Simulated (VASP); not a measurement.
# Ag (Pm-3n) in VASP: single point with r2SCAN

Aim: the single point of Ag with r2SCAN.

Everything below comes from runs of VASP 6.6.1. Logs are shortened: lines on timing, memory, paths and dates and some standing lists are left out, and cuts for length are marked.

## 1. The cell of the first run

Symmetry: Pm-3n, No. 223, cubic system. The conventional cell has a = 5.224 Å, b = 5.224 Å, c = 5.224 Å, α = 90.00°, β = 90.00°, γ = 90.00°. Ag (site symmetry m-3) has 12 Ag at 2.92 Å within 3.8 Å. Ag (site symmetry -4m2) has 14 Ag at 2.61 to 3.20 Å within 3.4 Å.

## 2. Single point, r2SCAN

Contents of POSCAR:

```
Ag
1.0
    5.2241511445      0.0000000000      0.0000000000
    0.0000000000      5.2241511445      0.0000000000
    0.0000000000      0.0000000000      5.2241511445
Ag
8
Direct
    0.0000000000      1.0000000000      0.0000000000
    0.5000000000      0.5000000000      0.5000000000
    0.2500000000      0.0000000000      0.5000000000
    0.7500000000      0.0000000000      0.5000000000
    0.5000000000      0.2500000000      0.0000000000
    0.5000000000      0.7500000000      1.0000000000
    0.0000000000      0.5000000000      0.2500000000
    0.0000000000      0.5000000000      0.7500000000
```

Contents of INCAR.step1:

```
  ALGO = Normal
  EDIFF = 1E-4
  ENCUT = 520
  GGA = PE
  ISMEAR = -1
  LASPH = T
  LCHARG = F
  LREAL = F
  LWAVE = T
  NBANDS = 54
  NELM = 100
  PREC = Accurate
  SIGMA = 0.1
```

Contents of INCAR.step2:

```
  ALGO = Normal
  EDIFF = 1E-7
  ENCUT = 520
  ISIF = 2
  ISMEAR = -1
  ISTART = 1
  LASPH = T
  LCHARG = F
  LMIXTAU = T
  LREAL = F
  LWAVE = F
  METAGGA = R2SCAN
  NBANDS = 54
  NELM = 100
  PREC = Accurate
  SIGMA = 0.1
```

Contents of KPOINTS:

```
k-points
0
Gamma
  7 7 7
```

Potentials or basis: VASP PAW PBE potentials, release 64 (Ag).

Run with:

```console
$ cat potpaw_PBE.64/Ag/POTCAR > POTCAR
$ cp INCAR.step1 INCAR
$ mpirun -np 1 vasp_std > vasp.out
$ cp INCAR.step2 INCAR
$ mpirun -np 1 vasp_std > vasp.out
```

OUTCAR:

```text
EDIFF = 1E-7
   ENCUT = 520
   ISIF = 2
   ISMEAR = -1
   ISTART = 1
   LASPH = T
   LREAL = F
   METAGGA = R2SCAN
   NELM = 100
   PREC = Accurate

 ion  position               nearest neighbor table
   1  0.000  0.000  0.000-   3 2.92   4 2.92   5 2.92   6 2.92   7 2.92   8 2.92   3 2.92   4 2.92
                             7 2.92   8 2.92   5 2.92   6 2.92
   2  0.500  0.500  0.500-   3 2.92   4 2.92   5 2.92   6 2.92   7 2.92   8 2.92   5 2.92   6 2.92
                             3 2.92   4 2.92   7 2.92   8 2.92
   3  0.250  0.000  0.500-   4 2.61   4 2.61   1 2.92   1 2.92   2 2.92   2 2.92   8 3.20   7 3.20
                             8 3.20   7 3.20   6 3.20   5 3.20   5 3.20   6 3.20
   4  0.750  0.000  0.500-   3 2.61   3 2.61   1 2.92   1 2.92   2 2.92   2 2.92   8 3.20   7 3.20
                             8 3.20   7 3.20   6 3.20   5 3.20   5 3.20   6 3.20
   5  0.500  0.250  0.000-   6 2.61   6 2.61   1 2.92   2 2.92   2 2.92   1 2.92   8 3.20   7 3.20
                             7 3.20   8 3.20   3 3.20   4 3.20   3 3.20   4 3.20
   6  0.500  0.750  0.000-   5 2.61   5 2.61   1 2.92   2 2.92   2 2.92   1 2.92   8 3.20   7 3.20
                             7 3.20   8 3.20   3 3.20   4 3.20   3 3.20   4 3.20
   7  0.000  0.500  0.250-   8 2.61   8 2.61   1 2.92   2 2.92   1 2.92   2 2.92   3 3.20   4 3.20
                             5 3.20   3 3.20   4 3.20   6 3.20   5 3.20   6 3.20
   8  0.000  0.500  0.750-   7 2.61   7 2.61   1 2.92   2 2.92   1 2.92   2 2.92   3 3.20   4 3.20
                             5 3.20   3 3.20   4 3.20   6 3.20   5 3.20   6 3.20

  LATTYP: Found a simple cubic cell.
 ALAT       =     5.2241511445

  Lattice vectors:

 A1 = (   5.2241511445,   0.0000000000,   0.0000000000)
 A2 = (   0.0000000000,   5.2241511445,   0.0000000000)
 A3 = (   0.0000000000,   0.0000000000,   5.2241511445)

Analysis of symmetry for initial positions (statically):
=====================================================================
 Subroutine PRICEL returns:
 Original cell was already a primitive cell.

 Routine SETGRP: Setting up the symmetry group for a
 simple cubic supercell.

 Subroutine GETGRP returns: Found 48 space group operations
 (whereof 24 operations were pure point group operations)
 out of a pool of 48 trial point group operations.

The static configuration has the point symmetry T_h .
 The point group associated with its full space group is O_h .

Analysis of symmetry for dynamics (positions and initial velocities):
=====================================================================
 Subroutine PRICEL returns:
 Original cell was already a primitive cell.

 Routine SETGRP: Setting up the symmetry group for a
 simple cubic supercell.

 Subroutine GETGRP returns: Found 48 space group operations
 (whereof 24 operations were pure point group operations)
[... 122 lines left out ...]
   NUPDOWN=      -1.0000    fix difference up-down
   EMIN   =  10.00;   EMAX   =-10.00  energy-range for DOS
   EFERMI =   0.00;   METHOD = LEGACY
   ISMEAR =    -1;   SIGMA  =   0.10  broadening in eV -4-tet -1-fermi 0-gaus
   EFERMI_NEDOS =   21; number of points for ismear=-14 and -15
   IALGO  =     38    algorithm
   IMIX   =      4    mixing-type and parameters
     AMIX     =   0.40;   BMIX     =  1.00
     AMIX_MAG =   1.60;   BMIX_MAG =  1.00
  volume/ion in A,a.u.               =      17.82       120.27
  Fermi-wavevector in a.u.,A,eV,Ry     =   1.393863  2.634019 26.434122  1.942853
  Thomas-Fermi vector in A             =   2.517468
   LORBIT       =      0    0 simple, 1 ext, 2 COOP (PROOUT), +10 PAW based schemes
   METAGGA = R2SCAN    functional components
   LHFCALC =     F    Hartree Fock is set to
   AEXX    =    0.0000 exact exchange contribution
   IVDW    =     0    specifies the selected vdW correction
   LEPSILON=     F    determine dielectric tensor
   LRPA    =     F    only Hartree local field effects (RPA)
 non-spin polarized calculation
  energy-cutoff  :      520.00
  volume of cell :      142.58
 maximum number of plane-waves:      3887
 NGX is ok and might be reduce to    40
   NGX = 19   NGY = 19   NGZ = 19

 number of electron      88.0000082 magnetization

 Free energy of the ion-electron system (eV)
  ---------------------------------------------------
  ext. energy  EPLUGINS =         0.00000000
  ---------------------------------------------------
  free energy    TOTEN  =      -170.14091640 eV

  energy without entropy =     -170.08804689  energy(sigma->0) =     -170.11448165

 E-fermi :   7.9357     XC(G=0): -12.6483

 val. band max:        7.8390652347   @ k =   0.0000   0.0000   0.0000
 cond. band min:       7.9847211162   @ k =   0.1429   0.0000   0.0000
 fundamental gap:      0.1456558815
 Fermi energy:         7.9357484372

 k-point     1 :       0.0000    0.0000    0.0000
  band No.  band energies     occupation
      1       0.1811      2.00000
      2       1.1259      2.00000
      3       1.1259      2.00000
      4       1.6377      2.00000
      5       1.8018      2.00000
      6       1.8018      2.00000
[... 1129 lines left out ...]
     53      17.9519      0.00000
     54      18.1472      0.00000

------------------------ aborting loop because EDIFF is reached ----------------------------------------

  FORCE on cell =-STRESS in cart. coord.  units (eV):
  Direction    XX          YY          ZZ          XY          YZ          ZX
  --------------------------------------------------------------------------------------
  -------------------------------------------------------------------------------------
  Total        0.1820612      0.1820612      0.1820612     -0.0000000     -0.0000000     -0.0000000
  in kB        2.0458834      2.0458834      2.0458834     -0.0000000     -0.0000000     -0.0000000
  external PRESSURE =       2.0458834 kB  Pullay stress =       0.0000000 kB

 VOLUME and BASIS-vectors are now :
 -----------------------------------------------------------------------------
  energy-cutoff  :      520.00
  volume of cell :      142.58
      direct lattice vectors                 reciprocal lattice vectors
     5.224151145  0.000000000  0.000000000     0.191418658  0.000000000  0.000000000
     0.000000000  5.224151145  0.000000000     0.000000000  0.191418658  0.000000000
     0.000000000  0.000000000  5.224151145     0.000000000  0.000000000  0.191418658

 POSITION                                       TOTAL-FORCE (eV/Angst)
 -----------------------------------------------------------------------------------
      0.00000      0.00000      0.00000        -0.000000      0.000000      0.000000
      2.61208      2.61208      2.61208        -0.000000      0.000000      0.000000
      1.30604      0.00000      2.61208        -0.000000     -0.000000      0.000000
      3.91811      0.00000      2.61208         0.000000      0.000000     -0.000000
      2.61208      1.30604      0.00000        -0.000000      0.000000     -0.000000
      2.61208      3.91811      0.00000         0.000000      0.000000     -0.000000
      0.00000      2.61208      1.30604         0.000000      0.000000     -0.000000
      0.00000      2.61208      3.91811        -0.000000     -0.000000      0.000000
 -----------------------------------------------------------------------------------
    total drift:                               -0.000000     -0.000000      0.000000

  FREE ENERGIE OF THE ION-ELECTRON SYSTEM (eV)
  ---------------------------------------------------
  free  energy   TOTEN  =      -170.1409164019 eV

  energy  without entropy=     -170.0880468926  energy(sigma->0) =     -170.11448165
```

OSZICAR.step1:

```text
N       E                     dE             d eps       ncg     rms          rms(c)
DAV:   1     0.632513611223E+03    0.63251E+03   -0.45406E+04  2160   0.162E+03
DAV:   2    -0.449324131337E+01   -0.63701E+03   -0.60958E+03  2216   0.374E+02
DAV:   3    -0.227305946310E+02   -0.18237E+02   -0.18024E+02  2384   0.689E+01
DAV:   4    -0.228604132563E+02   -0.12982E+00   -0.12974E+00  2322   0.553E+00
DAV:   5    -0.228614630391E+02   -0.10498E-02   -0.10497E-02  2328   0.536E-01    0.139E+01
DAV:   6    -0.211019976766E+02    0.17595E+01   -0.60678E+00  2268   0.150E+01    0.922E+00
DAV:   7    -0.210478779776E+02    0.54120E-01   -0.99372E-02  2352   0.149E+00    0.510E+00
DAV:   8    -0.210290557820E+02    0.18822E-01   -0.57372E-03  2256   0.402E-01    0.184E-01
DAV:   9    -0.210291011374E+02   -0.45355E-04   -0.17384E-04  1426   0.104E-01
   1 F= -.21029101E+02 E0= -.21000743E+02  d E =-.567165E-01
```

It took 10 min on 1 thread of Intel Xeon Platinum 8375C at 2.90GHz (Ice Lake), shared host; peak memory 0.3 GiB.

Results:

```
Free energy            : -170.1409 eV
Pressure               : 0.2 GPa
Band gap on the k mesh : zero (band 44 reaches 8.86 eV, above the bottom of band 45 at 7.06 eV)
```

Levels at points of the mesh, in eV from the Fermi level:
| k point | band 42 | band 43 | band 44 | band 45 | band 46 | band 47 |
| --- | --- | --- | --- | --- | --- | --- |
| (0.00, 0.00, 0.00) | -0.10 | -0.10 | -0.10 | 0.98 | 0.98 | 1.09 |

Caveat: the PAW data sets were made with another functional, which shifts forces and pressure a little.
